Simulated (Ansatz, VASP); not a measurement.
LiF in VASP and in Ansatz

```
Li F
1.0
     0.00000    1.99464    1.99464
     1.99464    0.00000    1.99464
     1.99464    1.99464    0.00000
Li F
1 1
Direct
  0.00000 0.00000 0.00000
  0.50000 0.50000 0.50000
```

Alike in both runs: functional r2SCAN; k mesh 12 × 12 × 12; occupations fermi-dirac, width 0.02 eV; no spin polarisation.

Ansatz relaxed the structure, and its values are those at the end. VASP's run is a single point on that final structure, the one shown.

|  | VASP | Ansatz |
| --- | --- | --- |
| version | VASP 6.6.1 | Ansatz 0.2.0 |
| potentials or method | VASP PAW PBE potentials, release 64 (Li_sv, F), cutoff 520 eV | PAW plane waves |
| valence electrons in the cell | 10 | 10 |

Ansatz gave:

- gap on the k mesh at the Fermi level (eV): 10.34

Which values does VASP return?

gap on the k mesh at the Fermi level (eV): 10.56.

VASP's potentials were made for PBE, not for r2SCAN.

Noted on VASP's run: the cutoff is short for stress, so the pressure is rough.
